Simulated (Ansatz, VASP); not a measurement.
**Two plane-wave programs on Co**

```
Co
1.0
     2.51925    0.00000    0.00000
    -1.25963    2.18174    0.00000
     0.00000    0.00000    4.06944
Co
2
Direct
  0.33333 0.66667 0.25000
  0.66667 0.33333 0.75000
```

Alike in both runs: functional RPBE; k mesh 14 × 14 × 8; occupations fermi-dirac, width 0.05 eV; collinear spin.

Ansatz relaxed the structure, and its values are those at the end. VASP's run is a single point on that final structure, the one shown.

|  | VASP | Ansatz |
| --- | --- | --- |
| version | VASP 6.6.1 | Ansatz 0.2.0 |
| potentials or method | VASP PAW PBE potentials, release 64 (Co), cutoff 520 eV | plane waves (420 eV) with PAW, scalar-relativistic |
| valence electrons in the cell | 18 | 34 |

```csv
,VASP,Ansatz,Ansatz less VASP
pressure (GPa),-0.7,0.0,+0.73
net moment per atom (μB),1.64,1.66,+0.020
size of the moment on the site where the two differ most (μB),1.67,1.74,+0.076
```

VASP's potentials were made for PBE, not for RPBE. Site moments also hang on the region over which each program counts them. The functional is the same, so the differences come from potentials, cutoffs and numerics. VASP's potentials hold 18 valence electrons a cell and Ansatz's 34, so a difference there can come from the potentials and not from the codes.
